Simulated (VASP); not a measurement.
Crystal: SbH.

```
CELL_PARAMETERS angstrom
3.60133 0.00000 0.01449
0.00000 3.42925 0.00000
-0.02606 0.00000 5.48779
ATOMIC_POSITIONS crystal
Sb 0.89542 0.75000 0.74981
Sb 0.10458 0.25000 0.25019
H 0.37742 0.75000 0.24996
H 0.62258 0.25000 0.75004
```

```yaml
Program: VASP 6.6.1
Task: relaxation of cell and atoms
Functional: PBE
Potentials_or_basis: VASP PAW PBE potentials, release 64 (Sb, H)
Cutoff: 600 eV
k_mesh: 10 × 10 × 6
Occupations: gaussian, width 0.1 eV
Spin: no spin polarisation
```

At the start: pressure 1.2 GPa; volume 16.94 Å³/atom.

Q: How do energy, volume and symmetry change on relaxing?

A: Over 56 steps the energy falls by 29.8 meV/atom and the volume is 17.40 Å³/atom (+2.7 %); space group Pmmn (No. 59, to 0.1 Å) before and after.

The path:
```tsv
step	energy change (eV)	largest force (eV/Å)	pressure (GPa)	volume (Å³)
1	0.0000	0.1220	1.24	67.77
3	-0.0099	0.0608	-0.24	69.04
5	-0.0138	0.0764	-0.09	68.35
7	-0.0151	0.0864	0.01	67.75
9	-0.0169	0.0404	0.40	67.39
11	-0.0185	0.0292	-0.28	68.20
13	-0.0199	0.0312	-0.16	68.08
15	-0.0297	0.0990	-0.41	68.45
17	-0.0349	0.0927	0.28	67.76
19	-0.0378	0.0369	0.31	67.71
21	-0.0396	0.0407	0.05	68.05
23	-0.0406	0.0430	0.06	68.36
25	-0.0412	0.0288	-0.01	68.60
27	-0.0420	0.0169	-0.17	69.06
29	-0.0458	0.0306	-0.32	69.34
31	-0.0604	0.2132	-0.94	70.28
33	-0.0607	0.1972	-0.88	70.19
35	-0.0630	0.2233	-0.93	70.22
37	-0.0689	0.3523	-1.09	70.13
39	-0.0781	0.3958	-0.98	69.46
41	-0.0863	0.3679	-0.69	68.92
43	-0.0972	0.0608	2.14	65.64
45	-0.1102	0.0641	0.45	67.37
47	-0.1126	0.0234	0.07	67.89
49	-0.1143	0.0540	-0.03	69.32
51	-0.1156	0.0412	-0.02	68.86
53	-0.1181	0.0409	-0.08	69.44
55	-0.1187	0.0193	0.18	69.40
56	-0.1191	0.0168	0.11	69.62
```

Final structure:
```
Sb H
1.0
     4.71432    0.00000    0.01766
     0.00000    3.61862    0.00000
    -0.01915    0.00000    4.08090
Sb H
2 2
Direct
  0.82838 0.75000 0.74993
  0.17162 0.25000 0.25007
  0.37863 0.75000 0.25036
  0.62137 0.25000 0.74964
```

Caveat: a cell axis changed by over 15 % at a fixed basis, so the end point is rough.
